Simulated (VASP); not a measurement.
Here is a VASP 6.6.1 calculation.

Contents of INCAR:

```
SYSTEM = La
PREC = Accurate
ENCUT = 520
EDIFF = 1E-7
ISMEAR = -1
SIGMA = 0.08
LREAL = .False.
LASPH = .True.
NELM = 100
ALGO = Normal
ISIF = 2
LWAVE = .False.
LCHARG = .False.
GGA = PE
NBANDS = 12
```

The input KPOINTS:

```
Automatic mesh
0
Gamma
  12 12 11
  0 0 0
```

POSCAR

```
La
1.0
    2.8316619256      0.0000000000      0.0000000000
   -1.4158309628      2.4522911625      0.0000000000
    0.0000000000      0.0000000000      2.6603724714
La
1
Direct
    0.0000000000      0.0000000000      0.0000000000
```

Potentials or basis: VASP PAW PBE potentials, release 64 (La).

The run is started by

```console
$ cat potpaw_PBE.64/La/POTCAR > POTCAR
$ mpirun -np 1 vasp_std > vasp.out
```

Estimate the pressure.

66.4 GPa.

Stress tensor (GPa, compression positive):
```
66.34  0.00  0.00
 0.00 66.34  0.00
 0.00  0.00 66.60
```
